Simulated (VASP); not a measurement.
# CdSe (P1) in VASP: a series of runs

Runs on CdSe. Level: PBE. Tasks: single point.

Program: VASP 6.6.1. These are calculated values, not measurements. Logs are shortened: lines on timing, memory, paths and dates and some standing lists are left out, and cuts for length are marked.

## 1. The cell of the first run

The typed cell holds 4 atoms: a = 4.298 Å, b = 4.298 Å, c = 7.015 Å, α = 90.00°, β = 90.00°, γ = 120.00°.

## 2. Single point, PBE (all Se atoms moved +0.113 Å, as atom 3 along Cartesian [1 -1 0])

File INCAR:

```
ALGO = Normal
EDIFF = 1E-6
ENCUT = 520
GGA = PE
ISIF = 2
ISMEAR = 0
LASPH = T
LCHARG = F
LREAL = F
LWAVE = F
NBANDS = 26
NELM = 80
PREC = Accurate
SIGMA = 0.05
```

File KPOINTS:

```
k-points
0
Gamma
  6 6 4
```

File POSCAR:

```
CdSe
1.0
    4.2984999142      0.0000000000      0.0000000000
   -2.1492499571      3.7226101239      0.0000000000
    0.0000000000      0.0000000000      7.0152000000
Cd Se
2 2
Direct
    0.6666666667      0.3333333333      0.0000000000
    0.3333333333      0.6666666667      0.5000000000
    0.6744883675      0.3119640494      0.3750000000
    0.3411550341      0.6452973827      0.8750000000
```

Potentials or basis: VASP PAW PBE potentials, release 64 (Cd, Se).

The run is started by

```sh
cat potpaw_PBE.64/Cd/POTCAR potpaw_PBE.64/Se/POTCAR > POTCAR
mpirun -np 1 vasp_std > vasp.out
```

OUTCAR:

```text
EDIFF = 1E-6
   ENCUT = 520
   GGA = PE
   ISIF = 2
   ISMEAR = 0
   LASPH = T
   LREAL = F
   NELM = 80
   PREC = Accurate

 ion  position               nearest neighbor table
   1  0.667  0.333  0.000-   4 2.53   3 2.63   4 2.66   4 2.71
   2  0.333  0.667  0.500-   3 2.56   3 2.61   4 2.63   3 2.73
   3  0.674  0.312  0.375-   2 2.56   2 2.61   1 2.63   2 2.73
   4  0.341  0.645  0.875-   1 2.53   2 2.63   1 2.66   1 2.71

  LATTYP: Found a hexagonal cell.
 ALAT       =     4.2984999142
 C/A-ratio  =     1.6320111993

  Lattice vectors:

 A1 = (   4.2984999142,   0.0000000000,   0.0000000000)
 A2 = (  -2.1492499571,   3.7226101239,   0.0000000000)
 A3 = (   0.0000000000,   0.0000000000,   7.0152000000)

Analysis of symmetry for initial positions (statically):
=====================================================================
 Subroutine PRICEL returns:
 Original cell was already a primitive cell.

 Routine SETGRP: Setting up the symmetry group for a
 hexagonal supercell.

 Subroutine GETGRP returns: Found  1 space group operations
 (whereof  1 operations were pure point group operations)
 out of a pool of 24 trial point group operations.

The static configuration has the point symmetry C_1 .

Analysis of symmetry for dynamics (positions and initial velocities):
=====================================================================
 Subroutine PRICEL returns:
 Original cell was already a primitive cell.

 Routine SETGRP: Setting up the symmetry group for a
 hexagonal supercell.

 Subroutine GETGRP returns: Found  1 space group operations
 (whereof  1 operations were pure point group operations)
 out of a pool of 24 trial point group operations.

The dynamic configuration has the point symmetry C_1 .

 Subroutine INISYM returns: Found  1 space group operations
 (whereof  1 operations are pure point group operations),
 and found     1 'primitive' translations

----------------------------------------------------------------------------------------

                                     Primitive cell

  volume of cell :     112.2547

  direct lattice vectors                    reciprocal lattice vectors
     4.298499914  0.000000000  0.000000000     0.232639297  0.134314361  0.000000000
    -2.149249957  3.722610124  0.000000000     0.000000000  0.268628722  0.000000000
     0.000000000  0.000000000  7.015200000     0.000000000  0.000000000  0.142547611

  length of vectors
     4.298499914  4.298499914  7.015200000     0.268628722  0.268628722  0.142547611

  position of ions in fractional coordinates (direct lattice)
     0.666666667  0.333333333  0.000000000
     0.333333333  0.666666667  0.500000000
     0.674488367  0.311964049  0.375000000
     0.341155034  0.645297383  0.875000000

  ion indices of the primitive-cell ions
   primitive index   ion index
                 1           1
                 2           2
                 3           3
                 4           4

----------------------------------------------------------------------------------------

 KPOINTS: k-points

Automatic generation of k-mesh.
 Grid dimensions read from file:
 generate k-points for:    6    6    4

 Generating k-lattice:

  Cartesian coordinates                     Fractional coordinates (reciprocal lattice)
     0.038773216  0.022385727  0.000000000     0.166666667  0.000000000  0.000000000
     0.000000000  0.044771454  0.000000000     0.000000000  0.166666667  0.000000000
     0.000000000  0.000000000  0.035636903     0.000000000  0.000000000  0.250000000

  Length of vectors
     0.044771454  0.044771454  0.035636903

  Shift w.r.t. Gamma in fractional coordinates (k-lattice)
     0.000000000  0.000000000  0.000000000

 Subroutine IBZKPT returns following result:
 ===========================================

 Found     76 irreducible k-points:

 Following reciprocal coordinates:
            Coordinates               Weight
  0.000000  0.000000  0.000000      1.000000
  0.166667  0.000000  0.000000      2.000000
  0.000000  0.166667  0.000000      2.000000
 -0.166667  0.166667  0.000000      2.000000
  0.333333  0.000000  0.000000      2.000000
  0.000000  0.333333  0.000000      2.000000
[... 16 lines left out ...]
  0.000000  0.166667  0.250000      2.000000
 -0.166667  0.166667  0.250000      2.000000
 [... further k-points ...]
   k-points           NKPTS =     76   k-points in BZ     NKDIM =     76   number of bands    NBANDS=     26
   number of dos      NEDOS =    301   number of ions     NIONS =      4
   total plane-waves  NPLWV =  55296
   dimension x,y,z NGX =    32 NGY =   32 NGZ =   54
   dimension x,y,z NGXF=    64 NGYF=   64 NGZF=  108
   ions per type =               2   2
   NGX,Y,Z   is equivalent  to a cutoff of  12.38, 12.38, 12.80 a.u.
   NGXF,Y,Z  is equivalent  to a cutoff of  24.75, 24.75, 25.59 a.u.
 SYSTEM =  unknown system
   PREC   = accura    normal or accurate (medium, high low for compatibility)
   ISTART =      0    job   : 0-new  1-cont  2-samecut
   ICHARG =      2    charge: 1-file 2-atom 10-const
   ISPIN  =      1    spin polarized calculation?
   LNONCOLLINEAR =      F non collinear calculations
   LSORBIT =      F    spin-orbit coupling
   LASPH  =      T    aspherical Exc in radial PAW
   ENCUT  =  520.0 eV  38.22 Ry    6.18 a.u.   7.99  7.99 13.04*2*pi/ulx,y,z
   NELM   =     80;   NELMIN=  2; NELMDL= -5     # of ELM steps
   EDIFF  = 0.1E-05   stopping-criterion for ELM
   LREAL  =      F    real-space projection
   EDIFFG = 0.1E-04   stopping-criterion for IOM
   NSW    =      0    number of steps for IOM
   IBRION =     -1    ionic relax: 0-MD 1-quasi-New 2-CG
   NFREE  =      0    steps in history (QN), initial steepest desc. (CG)
   ISIF   =      2    stress and relaxation
   ISYM   =      2    0-nonsym 1-usesym 2-fastsym
   POTIM  = 0.5000    time-step for ionic-motion
   TEBEG  =    0.0;   TEEND  =   0.0 temperature during run
   PSTRESS=    0.0 pullay stress
   NELECT =      36.0000    total number of electrons
   NUPDOWN=      -1.0000    fix difference up-down
   EMIN   =  10.00;   EMAX   =-10.00  energy-range for DOS
   EFERMI =   0.00;   METHOD = LEGACY
   ISMEAR =     0;   SIGMA  =   0.05  broadening in eV -4-tet -1-fermi 0-gaus
   EFERMI_NEDOS =   21; number of points for ismear=-14 and -15
   IALGO  =     38    algorithm
   IMIX   =      4    mixing-type and parameters
     AMIX     =   0.40;   BMIX     =  1.00
     AMIX_MAG =   1.60;   BMIX_MAG =  1.00
  volume/ion in A,a.u.               =      28.06       189.38
  Fermi-wavevector in a.u.,A,eV,Ry     =   1.120575  2.117579 17.084668  1.255688
  Thomas-Fermi vector in A             =   2.257222
   LORBIT       =      0    0 simple, 1 ext, 2 COOP (PROOUT), +10 PAW based schemes
   GGA     = PE    functional components
   LHFCALC =     F    Hartree Fock is set to
   AEXX    =    0.0000 exact exchange contribution
   IVDW    =     0    specifies the selected vdW correction
   LEPSILON=     F    determine dielectric tensor
   LRPA    =     F    only Hartree local field effects (RPA)
 non-spin polarized calculation
 Gauss-broadening in eV      SIGMA  =   0.05
  energy-cutoff  :      520.00
  volume of cell :      112.25
 maximum number of plane-waves:      3042
   NGX = 15   NGY = 15   NGZ = 27

 number of electron      35.9999998 magnetization

 Free energy of the ion-electron system (eV)
  ---------------------------------------------------
  ext. energy  EPLUGINS =         0.00000000
  ---------------------------------------------------
  free energy    TOTEN  =       -10.85157736 eV

  energy without entropy =      -10.85157736  energy(sigma->0) =      -10.85157736

 E-fermi :   1.2426     XC(G=0):  -8.8895

 val. band max:        0.9856453616   @ k =   0.0000   0.0000   0.0000
 cond. band min:       1.6470815415   @ k =   0.0000   0.0000   0.0000
 fundamental gap:      0.6614361799
 Fermi energy:         1.2426023432

 k-point     1 :       0.0000    0.0000    0.0000
  band No.  band energies     occupation
      1     -11.6623      2.00000
      2     -11.2809      2.00000
      3      -7.0275      2.00000
      4      -6.9962      2.00000
      5      -6.9600      2.00000
      6      -6.8960      2.00000
[... 18 lines left out ...]
     25       8.0412      0.00000
     26       8.6848      0.00000

 k-point     2 :       0.1667    0.0000    0.0000
  band No.  band energies     occupation
      1     -11.5789      2.00000
      2     -11.2433      2.00000
      3      -7.0045      2.00000
      4      -6.9399      2.00000
      5      -6.9177      2.00000
      6      -6.8688      2.00000
[... 18 lines left out ...]
     25       8.2428      0.00000
     26       8.6521      0.00000

 k-point     3 :       0.0000    0.1667    0.0000
  band No.  band energies     occupation
      1     -11.5791      2.00000
      2     -11.2438      2.00000
      3      -6.9987      2.00000
      4      -6.9486      2.00000
      5      -6.9217      2.00000
      6      -6.8638      2.00000
[... 18 lines left out ...]
     25       8.2421      0.00000
     26       8.6490      0.00000

 k-point     4 :      -0.1667    0.1667    0.0000
  band No.  band energies     occupation
      1     -11.5793      2.00000
      2     -11.2443      2.00000
      3      -6.9868      2.00000
      4      -6.9650      2.00000
      5      -6.9237      2.00000
      6      -6.8540      2.00000
[... 18 lines left out ...]
     25       8.2420      0.00000
     26       8.6445      0.00000
[... 496 lines left out ...]
      1     -11.5279      2.00000
      2     -11.2917      2.00000
      3      -6.9867      2.00000
      4      -6.9436      2.00000
      5      -6.8970      2.00000
      6      -6.8718      2.00000
[... 18 lines left out ...]
     25       8.2938      0.00000
     26       8.3822      0.00000

 k-point    23 :       0.0000    0.1667    0.2500
  band No.  band energies     occupation
      1     -11.5311      2.00000
      2     -11.2890      2.00000
      3      -6.9941      2.00000
      4      -6.9507      2.00000
      5      -6.9062      2.00000
      6      -6.8637      2.00000
[... 18 lines left out ...]
     25       8.3062      0.00000
     26       8.3512      0.00000

 k-point    24 :      -0.1667    0.1667    0.2500
  band No.  band energies     occupation
      1     -11.5321      2.00000
      2     -11.2887      2.00000
      3      -6.9907      2.00000
      4      -6.9607      2.00000
      5      -6.9056      2.00000
      6      -6.8609      2.00000
[... 18 lines left out ...]
     25       8.3175      0.00000
     26       8.3322      0.00000

 [... further k-points ...]

------------------------ aborting loop because EDIFF is reached ----------------------------------------

  FORCE on cell =-STRESS in cart. coord.  units (eV):
  Direction    XX          YY          ZZ          XY          YZ          ZX
  --------------------------------------------------------------------------------------
  -------------------------------------------------------------------------------------
  Total        2.5479998      2.5448062      2.4419478     -0.1233647     -0.7035299      0.7036342
  in kB       36.3668287     36.3212486     34.8531815     -1.7607464    -10.0412696     10.0427578
  external PRESSURE =      35.8470863 kB  Pullay stress =       0.0000000 kB

 VOLUME and BASIS-vectors are now :
 -----------------------------------------------------------------------------
  energy-cutoff  :      520.00
  volume of cell :      112.25
      direct lattice vectors                 reciprocal lattice vectors
     4.298499914  0.000000000  0.000000000     0.232639297  0.134314361  0.000000000
    -2.149249957  3.722610124  0.000000000     0.000000000  0.268628722  0.000000000
     0.000000000  0.000000000  7.015200000     0.000000000  0.000000000  0.142547611

 POSITION                                       TOTAL-FORCE (eV/Angst)
 -----------------------------------------------------------------------------------
      2.14925      1.24087      0.00000         0.519706     -0.424524      0.052897
     -0.00000      2.48174      3.50760         0.329046     -0.424104      0.043066
      2.22880      1.16132      2.63070        -0.322224      0.424137     -0.043699
      0.07955      2.40219      6.13830        -0.526528      0.424491     -0.052264
 -----------------------------------------------------------------------------------
    total drift:                               -0.000060      0.000040      0.000087

  FREE ENERGIE OF THE ION-ELECTRON SYSTEM (eV)
  ---------------------------------------------------
  free  energy   TOTEN  =       -10.8515773591 eV

  energy  without entropy=      -10.8515773591  energy(sigma->0) =      -10.85157736
```

Wall time 97 s (1 thread of Intel Xeon Platinum 8488C (Sapphire Rapids), shared host); peak memory 0.35 GiB.

What came out:

```yaml
Free_energy: -10.8516 eV
Pressure: 3.6 GPa
Largest_force: 0.678 eV/Å
Band_gap_on_the_k_mesh: 0.66 eV
```

Forces in eV/Å, atoms in the order of the input:
```
Cd   0.520 -0.425  0.053
Cd   0.329 -0.424  0.043
Se  -0.322  0.424 -0.044
Se  -0.527  0.424 -0.052
```

Levels at points of the mesh, in eV from the valence-band top:
| k point | band 14 | band 15 | band 16 | band 17 | band 18 | band 19 | band 20 | band 21 | band 22 | band 23 |
| --- | --- | --- | --- | --- | --- | --- | --- | --- | --- | --- |
| (0.00, 0.00, 0.00) | -0.80 | -0.80 | -0.09 | -0.01 | 0.00 | 0.66 | 2.20 | 5.82 | 5.84 | 6.12 |
| (0.50, 0.00, 0.00) | -3.67 | -2.71 | -1.85 | -1.40 | -0.74 | 3.19 | 3.31 | 4.71 | 6.13 | 6.43 |
| (0.00, 0.50, 0.00) | -3.65 | -2.70 | -1.87 | -1.39 | -0.75 | 3.15 | 3.36 | 4.73 | 6.13 | 6.42 |
| (0.50, 0.50, 0.00) | -3.64 | -2.69 | -1.89 | -1.38 | -0.77 | 3.12 | 3.39 | 4.74 | 6.13 | 6.42 |
| (0.00, 0.00, 0.50) | -2.70 | -0.54 | -0.54 | -0.31 | -0.30 | 2.38 | 2.38 | 5.80 | 5.82 | 6.03 |
| (0.50, 0.00, 0.50) | -4.21 | -1.50 | -1.49 | -1.27 | -1.25 | 2.86 | 2.96 | 4.78 | 4.86 | 7.68 |
| (0.00, 0.50, 0.50) | -4.13 | -1.49 | -1.45 | -1.31 | -1.27 | 2.79 | 3.03 | 4.71 | 4.94 | 7.65 |
| (0.50, 0.50, 0.50) | -4.08 | -1.46 | -1.41 | -1.35 | -1.32 | 2.74 | 3.08 | 4.68 | 4.99 | 7.63 |

Caveat: the cell differs from its parent crystal (all Se atoms moved +0.113 Å, as atom 3 along Cartesian [1 -1 0]); the cell stands under pressure.

(Part 1 of 2 ends here.)
